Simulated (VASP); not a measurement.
# TlBr (Pm-3m) in VASP: further runs

TlBr is run at these levels: PBE, LDA, r2SCAN; tasks: single point.

All numbers are computed with VASP 6.6.1; they aren't measurements. Logs are shortened: lines on timing, memory, paths and dates and some standing lists are left out, and cuts for length are marked.

## Step 1: The cell of the first run

Symmetry: Pm-3m, No. 221, cubic system. Conventional cell: a = 3.970 Å, b = 3.970 Å, c = 3.970 Å, α = 90.00°, β = 90.00°, γ = 90.00°. Tl (site symmetry m-3m) has 8 Br at 3.44 Å and 6 Tl at 3.97 Å within 4.5 Å. Within 4.5 Å of Br (site symmetry m-3m) lie 8 Tl at 3.44 Å and 6 Br at 3.97 Å.

## Step 2: Single point, PBE

The input, INCAR:

```
SYSTEM = TlBr
PREC = Accurate
ENCUT = 500
EDIFF = 1E-6
ISMEAR = 0
SIGMA = 0.1
LREAL = .FALSE.
LASPH = .TRUE.
NELM = 120
ALGO = Normal
ISIF = 2
LWAVE = .FALSE.
LCHARG = .FALSE.
GGA = PE
NBANDS = 17
GGA_COMPAT = .FALSE.
```

The input, KPOINTS:

```
regular mesh
0
G
  4 4 4
  0 0 0
```

The input, POSCAR:

```
TlBr
1.0
    3.9700000000      0.0000000000      0.0000000000
    0.0000000000      3.9700000000      0.0000000000
    0.0000000000      0.0000000000      3.9700000000
Tl Br
1 1
Direct
    0.0000000000      0.0000000000      0.0000000000
    0.5000000000      0.5000000000      0.5000000000
```

Potentials or basis: VASP PAW PBE potentials, release 64 (Tl_d, Br).

Launch:

```
$ cat potpaw_PBE.64/Tl_d/POTCAR potpaw_PBE.64/Br/POTCAR > POTCAR
$ mpirun -np 1 vasp_std > vasp.out
```

OUTCAR:

```text
SYSTEM = TlBr
   PREC = Accurate
   ENCUT = 500
   EDIFF = 1E-6
   ISMEAR = 0
   LREAL = .FALSE.
   LASPH = .TRUE.
   NELM = 120
   ISIF = 2
   GGA = PE

 ion  position               nearest neighbor table
   1  0.000  0.000  0.000-   2 3.44   2 3.44   2 3.44   2 3.44   2 3.44   2 3.44   2 3.44   2 3.44

   2  0.500  0.500  0.500-   1 3.44   1 3.44   1 3.44   1 3.44   1 3.44   1 3.44   1 3.44   1 3.44

  LATTYP: Found a simple cubic cell.
 ALAT       =     3.9700000000

  Lattice vectors:

 A1 = (   3.9700000000,   0.0000000000,   0.0000000000)
 A2 = (   0.0000000000,   3.9700000000,   0.0000000000)
 A3 = (   0.0000000000,   0.0000000000,   3.9700000000)

Analysis of symmetry for initial positions (statically):
=====================================================================
 Subroutine PRICEL returns:
 Original cell was already a primitive cell.

 Routine SETGRP: Setting up the symmetry group for a
 simple cubic supercell.

 Subroutine GETGRP returns: Found 48 space group operations
 (whereof 48 operations were pure point group operations)
 out of a pool of 48 trial point group operations.

The static configuration has the point symmetry O_h .

Analysis of symmetry for dynamics (positions and initial velocities):
=====================================================================
 Subroutine PRICEL returns:
 Original cell was already a primitive cell.

 Routine SETGRP: Setting up the symmetry group for a
 simple cubic supercell.

 Subroutine GETGRP returns: Found 48 space group operations
 (whereof 48 operations were pure point group operations)
 out of a pool of 48 trial point group operations.

The dynamic configuration has the point symmetry O_h .

 Subroutine INISYM returns: Found 48 space group operations
 (whereof 48 operations are pure point group operations),
 and found     1 'primitive' translations

----------------------------------------------------------------------------------------

                                     Primitive cell

  volume of cell :      62.5708

  direct lattice vectors                    reciprocal lattice vectors
     3.970000000  0.000000000  0.000000000     0.251889169  0.000000000  0.000000000
     0.000000000  3.970000000  0.000000000     0.000000000  0.251889169  0.000000000
     0.000000000  0.000000000  3.970000000     0.000000000  0.000000000  0.251889169

  length of vectors
     3.970000000  3.970000000  3.970000000     0.251889169  0.251889169  0.251889169

  position of ions in fractional coordinates (direct lattice)
     0.000000000  0.000000000  0.000000000
     0.500000000  0.500000000  0.500000000

  ion indices of the primitive-cell ions
   primitive index   ion index
                 1           1
                 2           2

----------------------------------------------------------------------------------------

 KPOINTS: regular mesh

Automatic generation of k-mesh.
 Grid dimensions read from file:
 generate k-points for:    4    4    4

 Generating k-lattice:

  Cartesian coordinates                     Fractional coordinates (reciprocal lattice)
     0.062972292  0.000000000  0.000000000     0.250000000  0.000000000  0.000000000
     0.000000000  0.062972292  0.000000000     0.000000000  0.250000000  0.000000000
     0.000000000  0.000000000  0.062972292     0.000000000  0.000000000  0.250000000

  Length of vectors
     0.062972292  0.062972292  0.062972292

  Shift w.r.t. Gamma in fractional coordinates (k-lattice)
     0.000000000  0.000000000  0.000000000

 Subroutine IBZKPT returns following result:
 ===========================================

 Found     10 irreducible k-points:

 Following reciprocal coordinates:
            Coordinates               Weight
  0.000000  0.000000  0.000000      1.000000
  0.250000  0.000000  0.000000      6.000000
  0.500000  0.000000  0.000000      3.000000
  0.250000  0.250000  0.000000     12.000000
  0.500000  0.250000  0.000000     12.000000
  0.500000  0.500000  0.000000      3.000000
  0.250000  0.250000  0.250000      8.000000
  0.500000  0.250000  0.250000     12.000000
  0.500000  0.500000  0.250000      6.000000
  0.500000  0.500000  0.500000      1.000000
   k-points           NKPTS =     10   k-points in BZ     NKDIM =     10   number of bands    NBANDS=     17
   number of dos      NEDOS =    301   number of ions     NIONS =      2
   total plane-waves  NPLWV =  27000
   dimension x,y,z NGX =    30 NGY =   30 NGZ =   30
   dimension x,y,z NGXF=    60 NGYF=   60 NGZF=   60
   ions per type =               1   1
   NGX,Y,Z   is equivalent  to a cutoff of  12.56, 12.56, 12.56 a.u.
   NGXF,Y,Z  is equivalent  to a cutoff of  25.13, 25.13, 25.13 a.u.
 SYSTEM =  TlBr
   PREC   = accura    normal or accurate (medium, high low for compatibility)
   ISTART =      0    job   : 0-new  1-cont  2-samecut
   ICHARG =      2    charge: 1-file 2-atom 10-const
   ISPIN  =      1    spin polarized calculation?
   LNONCOLLINEAR =      F non collinear calculations
   LSORBIT =      F    spin-orbit coupling
   LASPH  =      T    aspherical Exc in radial PAW
   ENCUT  =  500.0 eV  36.75 Ry    6.06 a.u.   7.24  7.24  7.24*2*pi/ulx,y,z
   NELM   =    120;   NELMIN=  2; NELMDL= -5     # of ELM steps
   EDIFF  = 0.1E-05   stopping-criterion for ELM
   LREAL  =      F    real-space projection
   EDIFFG = 0.1E-04   stopping-criterion for IOM
   NSW    =      0    number of steps for IOM
   IBRION =     -1    ionic relax: 0-MD 1-quasi-New 2-CG
   NFREE  =      0    steps in history (QN), initial steepest desc. (CG)
   ISIF   =      2    stress and relaxation
   ISYM   =      2    0-nonsym 1-usesym 2-fastsym
   POTIM  = 0.5000    time-step for ionic-motion
   TEBEG  =    0.0;   TEEND  =   0.0 temperature during run
   PSTRESS=    0.0 pullay stress
   NELECT =      20.0000    total number of electrons
   NUPDOWN=      -1.0000    fix difference up-down
   EMIN   =  10.00;   EMAX   =-10.00  energy-range for DOS
   EFERMI =   0.00;   METHOD = LEGACY
   ISMEAR =     0;   SIGMA  =   0.10  broadening in eV -4-tet -1-fermi 0-gaus
   EFERMI_NEDOS =   21; number of points for ismear=-14 and -15
   IALGO  =     38    algorithm
   IMIX   =      4    mixing-type and parameters
     AMIX     =   0.40;   BMIX     =  1.00
     AMIX_MAG =   1.60;   BMIX_MAG =  1.00
  volume/ion in A,a.u.               =      31.29       211.12
  Fermi-wavevector in a.u.,A,eV,Ry     =   1.119337  2.115241 17.046958  1.252916
  Thomas-Fermi vector in A             =   2.255976
   LORBIT       =      0    0 simple, 1 ext, 2 COOP (PROOUT), +10 PAW based schemes
   GGA     = PE    functional components
   LHFCALC =     F    Hartree Fock is set to
   AEXX    =    0.0000 exact exchange contribution
   IVDW    =     0    specifies the selected vdW correction
   LEPSILON=     F    determine dielectric tensor
   LRPA    =     F    only Hartree local field effects (RPA)
 non-spin polarized calculation
 Gauss-broadening in eV      SIGMA  =   0.10
  energy-cutoff  :      500.00
  volume of cell :       62.57
 maximum number of plane-waves:      1622
 NGX is ok and might be reduce to    30
   NGX = 15   NGY = 15   NGZ = 15

 number of electron      20.0000004 magnetization

 Free energy of the ion-electron system (eV)
  ---------------------------------------------------
  ext. energy  EPLUGINS =         0.00000000
  ---------------------------------------------------
  free energy    TOTEN  =        -5.51639220 eV

  energy without entropy =       -5.51639220  energy(sigma->0) =       -5.51639220

 E-fermi :   2.9636     XC(G=0):  -9.0024

 val. band max:        2.4728337251   @ k =   0.5000   0.0000   0.0000
 cond. band min:       4.3072621495   @ k =   0.5000   0.0000   0.0000
 fundamental gap:      1.8344284244
 Fermi energy:         2.9636458579

 k-point     1 :       0.0000    0.0000    0.0000
  band No.  band energies     occupation
      1     -11.3003      2.00000
      2      -7.6611      2.00000
      3      -7.6611      2.00000
      4      -7.4805      2.00000
      5      -7.4805      2.00000
      6      -7.4805      2.00000
[... 9 lines left out ...]
     16      13.6958      0.00000
     17      15.9225      0.00000

 k-point     2 :       0.2500    0.0000    0.0000
  band No.  band energies     occupation
      1     -11.1827      2.00000
      2      -7.6558      2.00000
      3      -7.5946      2.00000
      4      -7.5117      2.00000
      5      -7.5117      2.00000
      6      -7.4777      2.00000
[... 9 lines left out ...]
     16      14.5535      0.00000
     17      15.7094      0.00000

 k-point     3 :       0.5000    0.0000    0.0000
  band No.  band energies     occupation
      1     -11.0568      2.00000
      2      -7.6505      2.00000
      3      -7.5424      2.00000
      4      -7.5424      2.00000
      5      -7.5318      2.00000
      6      -7.4750      2.00000
[... 9 lines left out ...]
     16      15.7297      0.00000
     17      16.0017      0.00000

 k-point     4 :       0.2500    0.2500    0.0000
  band No.  band energies     occupation
      1     -11.0931      2.00000
      2      -7.6223      2.00000
      3      -7.5510      2.00000
      4      -7.5160      2.00000
      5      -7.5091      2.00000
      6      -7.5027      2.00000
[... 9 lines left out ...]
     16      13.3599      0.00000
     17      13.8459      0.00000

 k-point     5 :       0.5000    0.2500    0.0000
  band No.  band energies     occupation
      1     -10.9996      2.00000
      2      -7.6095      2.00000
      3      -7.5337      2.00000
      4      -7.5159      2.00000
      5      -7.5001      2.00000
      6      -7.4882      2.00000
[... 9 lines left out ...]
     16      13.9258      0.00000
     17      14.5917      0.00000

 k-point     6 :       0.5000    0.5000    0.0000
  band No.  band energies     occupation
      1     -10.9415      2.00000
      2      -7.5868      2.00000
      3      -7.5249      2.00000
      4      -7.5249      2.00000
      5      -7.4831      2.00000
      6      -7.4276      2.00000
[... 9 lines left out ...]
     16      12.9797      0.00000
     17      12.9797      0.00000

 k-point     7 :       0.2500    0.2500    0.2500
  band No.  band energies     occupation
      1     -11.0110      2.00000
      2      -7.5513      2.00000
      3      -7.5513      2.00000
      4      -7.5369      2.00000
      5      -7.5369      2.00000
      6      -7.4919      2.00000
[... 9 lines left out ...]
     16      13.6106      0.00000
     17      16.0888      0.00000

 k-point     8 :       0.5000    0.2500    0.2500
  band No.  band energies     occupation
      1     -10.9253      2.00000
      2      -7.5800      2.00000
      3      -7.5419      2.00000
      4      -7.5376      2.00000
      5      -7.5043      2.00000
      6      -7.4717      2.00000
[... 9 lines left out ...]
     16      13.4836      0.00000
     17      16.8955      0.00000

 k-point     9 :       0.5000    0.5000    0.2500
  band No.  band energies     occupation
      1     -10.8481      2.00000
      2      -7.5728      2.00000
      3      -7.5728      2.00000
      4      -7.5475      2.00000
      5      -7.5056      2.00000
      6      -7.4261      2.00000
[... 9 lines left out ...]
     16      14.3096      0.00000
     17      17.1492      0.00000

 k-point    10 :       0.5000    0.5000    0.5000
  band No.  band energies     occupation
      1     -10.7483      2.00000
      2      -7.6191      2.00000
      3      -7.6191      2.00000
      4      -7.6191      2.00000
      5      -7.4245      2.00000
      6      -7.4245      2.00000
[... 9 lines left out ...]
     16      15.3401      0.00000
     17      18.7640      0.00000

------------------------ aborting loop because EDIFF is reached ----------------------------------------

  FORCE on cell =-STRESS in cart. coord.  units (eV):
  Direction    XX          YY          ZZ          XY          YZ          ZX
  --------------------------------------------------------------------------------------
  -------------------------------------------------------------------------------------
  Total        0.5955668      0.5955668      0.5955668      0.0000000     -0.0000000      0.0000000
  in kB       15.2499888     15.2499888     15.2499888      0.0000000     -0.0000000      0.0000000
  external PRESSURE =      15.2499888 kB  Pullay stress =       0.0000000 kB

 VOLUME and BASIS-vectors are now :
 -----------------------------------------------------------------------------
  energy-cutoff  :      500.00
  volume of cell :       62.57
      direct lattice vectors                 reciprocal lattice vectors
     3.970000000  0.000000000  0.000000000     0.251889169  0.000000000  0.000000000
     0.000000000  3.970000000  0.000000000     0.000000000  0.251889169  0.000000000
     0.000000000  0.000000000  3.970000000     0.000000000  0.000000000  0.251889169

 POSITION                                       TOTAL-FORCE (eV/Angst)
 -----------------------------------------------------------------------------------
      0.00000      0.00000      0.00000         0.000000      0.000000      0.000000
      1.98500      1.98500      1.98500         0.000000      0.000000      0.000000
 -----------------------------------------------------------------------------------
    total drift:                                0.000000     -0.000000     -0.000000

  FREE ENERGIE OF THE ION-ELECTRON SYSTEM (eV)
  ---------------------------------------------------
  free  energy   TOTEN  =        -5.5163922030 eV

  energy  without entropy=       -5.5163922030  energy(sigma->0) =       -5.51639220
```

It took 17 s on 1 thread of Intel Xeon 8259CL, shared host; peak memory 0.17 GiB.

Results:

```yaml
Free_energy: -5.5164 eV
Pressure: 1.5 GPa
Band_gap_on_the_k_mesh: 1.83 eV
```

Caveat: spin-orbit coupling is left out, which moves the levels of the heavy elements.

## Step 3: Single point, LDA (strained)

The input, INCAR:

```
SYSTEM = TlBr
PREC = Accurate ; ENCUT = 500
EDIFF = 1E-6 ; ISMEAR = 0
SIGMA = 0.02 ; LREAL = .FALSE.
LASPH = .TRUE. ; NELM = 120
ALGO = Normal ; ISIF = 2
LWAVE = .FALSE. ; LCHARG = .TRUE.
LELF = .TRUE. ; LVHAR = .TRUE.
NBANDS = 17 ; GGA_COMPAT = .FALSE.
```

The input, KPOINTS:

```
regular mesh
0
G
  8 8 8
  0 0 0
```

The input, POSCAR:

```
TlBr
1.0
    4.1288000000      0.0000000000      0.0000000000
    0.0000000000      4.1288000000      0.0000000000
    0.0000000000      0.0000000000      4.1288000000
Tl Br
1 1
Direct
    0.0000000000      0.0000000000      0.0000000000
    0.5000000000      0.5000000000      0.5000000000
```

Potentials or basis: VASP PAW LDA potentials, release 64 (Tl_d, Br).

Launch:

```
$ cat potpaw_LDA.64/Tl_d/POTCAR potpaw_LDA.64/Br/POTCAR > POTCAR
$ mpirun -np 1 vasp_std > vasp.out
```

OUTCAR:

```text
SYSTEM = TlBr
   PREC = Accurate
   ENCUT = 500
   EDIFF = 1E-6
   ISMEAR = 0
   LREAL = .FALSE.
   LASPH = .TRUE.
   NELM = 120
   ISIF = 2

 ion  position               nearest neighbor table
   1  0.000  0.000  0.000-
   2  0.500  0.500  0.500-

  LATTYP: Found a simple cubic cell.
 ALAT       =     4.1288000000

  Lattice vectors:

 A1 = (   4.1288000000,   0.0000000000,   0.0000000000)
 A2 = (   0.0000000000,   4.1288000000,   0.0000000000)
 A3 = (   0.0000000000,   0.0000000000,   4.1288000000)

Analysis of symmetry for initial positions (statically):
=====================================================================
 Subroutine PRICEL returns:
 Original cell was already a primitive cell.

 Routine SETGRP: Setting up the symmetry group for a
 simple cubic supercell.

 Subroutine GETGRP returns: Found 48 space group operations
 (whereof 48 operations were pure point group operations)
 out of a pool of 48 trial point group operations.

The static configuration has the point symmetry O_h .

Analysis of symmetry for dynamics (positions and initial velocities):
=====================================================================
[... 159 lines left out ...]

 val. band max:        1.0926877316   @ k =   0.5000   0.0000   0.0000
 cond. band min:       2.9940922762   @ k =   0.5000   0.0000   0.0000
 fundamental gap:      1.9014045446
 Fermi energy:         1.1926465378

 k-point     1 :       0.0000    0.0000    0.0000
  band No.  band energies     occupation
      1     -12.0662      2.00000
      2      -8.8172      2.00000
      3      -8.8172      2.00000
      4      -8.6882      2.00000
      5      -8.6882      2.00000
      6      -8.6882      2.00000
[... 457 lines left out ...]
      4      -8.7222      2.00000
      5      -8.7070      2.00000
      6      -8.6635      2.00000
[... 9 lines left out ...]
     16      11.7256      0.00000
     17      13.0112      0.00000

 [... further k-points ...]

------------------------ aborting loop because EDIFF is reached ----------------------------------------

  FORCE on cell =-STRESS in cart. coord.  units (eV):
  Direction    XX          YY          ZZ          XY          YZ          ZX
  --------------------------------------------------------------------------------------
  -------------------------------------------------------------------------------------
  Total       -1.8323013     -1.8323013     -1.8323013      0.0000000      0.0000000     -0.0000000
  in kB      -41.7095904    -41.7095904    -41.7095904      0.0000000      0.0000000     -0.0000000
  external PRESSURE =     -41.7095904 kB  Pullay stress =       0.0000000 kB

 VOLUME and BASIS-vectors are now :
 -----------------------------------------------------------------------------
  energy-cutoff  :      500.00
  volume of cell :       70.38
      direct lattice vectors                 reciprocal lattice vectors
     4.128800000  0.000000000  0.000000000     0.242201124  0.000000000  0.000000000
     0.000000000  4.128800000  0.000000000     0.000000000  0.242201124  0.000000000
     0.000000000  0.000000000  4.128800000     0.000000000  0.000000000  0.242201124

 POSITION                                       TOTAL-FORCE (eV/Angst)
 -----------------------------------------------------------------------------------
      0.00000      0.00000      0.00000         0.000000      0.000000      0.000000
      2.06440      2.06440      2.06440         0.000000      0.000000      0.000000
 -----------------------------------------------------------------------------------
    total drift:                                0.000000     -0.000000     -0.000000

  FREE ENERGIE OF THE ION-ELECTRON SYSTEM (eV)
  ---------------------------------------------------
  free  energy   TOTEN  =        -6.3372484043 eV

  energy  without entropy=       -6.3372484043  energy(sigma->0) =       -6.33724840
```

stdout:

```text
POSCAR found type information on POSCAR TlBr
 POSCAR found :  2 types and       2 ions
 scaLAPACK will be used
 LDA part: xc-table for (Slater(with rela. corr.)+CA(PZ))
 , standard interpolation
 POSCAR, INCAR and KPOINTS ok, starting setup
 FFT: planning ... GRIDC
 FFT: planning ... GRID_SOFT
 FFT: planning ... GRID
 WAVECAR not read
 entering main loop
```

Run time: 41 s. Hardware: 1 thread of Intel Xeon 8259CL, shared host; peak memory 0.17 GiB.

What came out:

| Property | Result |
| --- | --- |
| Free energy | -6.3372 eV |
| Pressure | -4.2 GPa |
| Band gap on the k mesh | 1.90 eV |

Caveat: the cell differs from its parent crystal (strained); the cell stands under tension; spin-orbit coupling is left out, which moves the levels of the heavy elements. A k mesh can miss the band edges.

[end of part 1 of 2]
